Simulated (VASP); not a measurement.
Wanted: the native input for a VASP 6.6.1 run.

* Task: electric field gradients
* Functional: PBEsol
* Potentials or basis: VASP PAW PBE potentials, release 64 (Pb_d, Se)
* Cutoff: 520 eV
* k mesh: 7 × 7 × 7
* Occupations: fermi-dirac, width 0.02 eV
* Spin: no spin polarisation
* Dipole correction: no
* Further INCAR settings: ALGO = Normal; EDIFF = 1e-08; NBANDS = 17

The structure of PbSe lies in POSCAR:

```
PbSe
1.0
    0.0000000000      3.0621500000      3.0621500000
    3.0621500000      0.0000000000      3.0621500000
    3.0621500000      3.0621500000      0.0000000000
Pb Se
1 1
Direct
    0.0000000000      0.0000000000      0.0000000000
    0.5000000000      0.5000000000      0.5000000000
```

These files were run (other wordings do the same):

INCAR

```
SYSTEM = PbSe
PREC = Accurate ; ENCUT = 520
EDIFF = 1E-8 ; ISMEAR = -1
SIGMA = 0.02 ; LREAL = .FALSE.
LASPH = .TRUE. ; NELM = 100
ALGO = Normal ; ISIF = 2
LWAVE = .FALSE. ; LCHARG = .FALSE.
GGA = PS ; LEFG = .TRUE.
NBANDS = 17
```

KPOINTS

```
Automatic mesh
0
G
  7 7 7
  0 0 0
```

Potentials or basis: VASP PAW PBE potentials, release 64 (Pb_d, Se).

Command:

```console
$ cat potpaw_PBE.64/Pb_d/POTCAR potpaw_PBE.64/Se/POTCAR > POTCAR
$ mpirun -np 1 vasp_std > vasp.out
```

Results of the run:

```yaml
Pressure: -0.6 GPa
```

Caveat: without QUAD_EFG the Cq values of the log hold for a quadrupole moment of 1 mb, not for the nuclei; the PAW data sets were made with another functional, which shifts forces and pressure a little.

It took 9.4 s on 1 thread of AMD EPYC 9R45 96-Core Processor (Zen 5) (shared host), peak memory 0.15 GiB.
